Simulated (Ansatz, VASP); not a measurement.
**Two plane-wave programs on Pt**

```
CELL_PARAMETERS angstrom
3.66565 0.00000 0.00000
-1.83282 3.17454 0.00000
0.00000 0.00000 4.15880
ATOMIC_POSITIONS crystal
Pt 0.22540 0.00000 0.33333
Pt 0.00000 0.22540 0.66667
Pt 0.77460 0.77460 0.00000
```

Alike in both runs: task relaxation of cell and atoms; functional PBE; k mesh 6 × 6 × 4; occupations gaussian, width 0.1 eV; no spin polarisation.

|  | VASP | Ansatz |
| --- | --- | --- |
| version | VASP 6.6.1 | Ansatz 0.2.0 |
| potentials or method | VASP PAW PBE potentials, release 64 (Pt), cutoff 600 eV | scalar-relativistic, plane waves, PAW |
| valence electrons in the cell | 30 | 54 |

|  | VASP | Ansatz | Ansatz less VASP |
| --- | --- | --- | --- |
| gap on the k mesh at the Fermi level, each at its own relaxed structure (eV) | none | none | - |
| relaxed volume (Å³/atom) | 18.04 | 17.94 | -0.091 |
| relaxed cell length with the largest relative difference (Å) | 4.482 | 4.128 | -0.3540 |

A gap of «none» marks a metal or a gap that the smearing closes. One of these differences is far larger than is usual between the two programs; its cause wasn't traced. VASP's potentials hold 30 valence electrons a cell and Ansatz's 54, so a difference there can come from the potentials and not from the codes.

The k mesh is coarse, so the values compare programs but aren't converged. Spin-orbit coupling is off throughout.
